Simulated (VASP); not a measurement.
Write the native input for VASP 6.6.1 that does the following.

```
Task                   : single point
Functional             : PBE
Potentials or basis    : VASP PAW PBE potentials, release 64 (W_sv, F)
Cutoff                 : 600 eV
k mesh                 : 5 × 5 × 5
Occupations            : gaussian, width 0.2 eV
Spin                   : no spin polarisation
Dipole correction      : no
Further INCAR settings : ALGO = Normal; EDIFF = 1e-06; NBANDS = 26
```

The structure of WF3 lies in POSCAR:

```
WF3
1.0
    4.2540820549      0.0000000000      0.0000000000
    0.0000000000      4.2540820549      0.0000000000
    0.0000000000      0.0000000000      2.5069773964
W F
1 3
Direct
    0.5000000000      0.5000000000      0.5000000000
    0.0000000000      0.5000000000      0.0000000000
    0.5000000000      0.0000000000      0.0000000000
    0.0000000000      0.0000000000      0.0000000000
```

The cell was generated, and may not be a known phase.

The input as run:

INCAR

```
ALGO = Normal
EDIFF = 1E-6
ENCUT = 600
GGA = PE
GGA_COMPAT = False
ISIF = 2
ISMEAR = 0
LASPH = True
LCHARG = True
LELF = True
LREAL = False
LVHAR = True
LWAVE = False
NBANDS = 26
NELM = 120
PREC = Accurate
SIGMA = 0.2
```

KPOINTS

```
k-points
0
Gamma
  5 5 5
```

Potentials or basis: VASP PAW PBE potentials, release 64 (W_sv, F).

Command:

```sh
$ cat potpaw_PBE.64/W_sv/POTCAR potpaw_PBE.64/F/POTCAR > POTCAR
$ mpirun -np 1 vasp_std > vasp.out
```

It gave:

| Item | Value |
| --- | --- |
| Pressure | 0.4 GPa |
| Band gap on the k mesh | zero (an odd number of electrons rules out a gap without spin polarisation) |

Caveat: the k points lie up to 0.50 Å⁻¹ apart, too coarse for converged energies and pressures of a metal; spin-orbit coupling is left out, which moves the levels of the heavy elements; an odd number of electrons without spin polarisation forces a metal; a magnetic or distorted state may lie lower.

It took 68 s on 1 thread of Intel Xeon 8259CL, with other jobs on the host, peak memory 0.18 GiB.
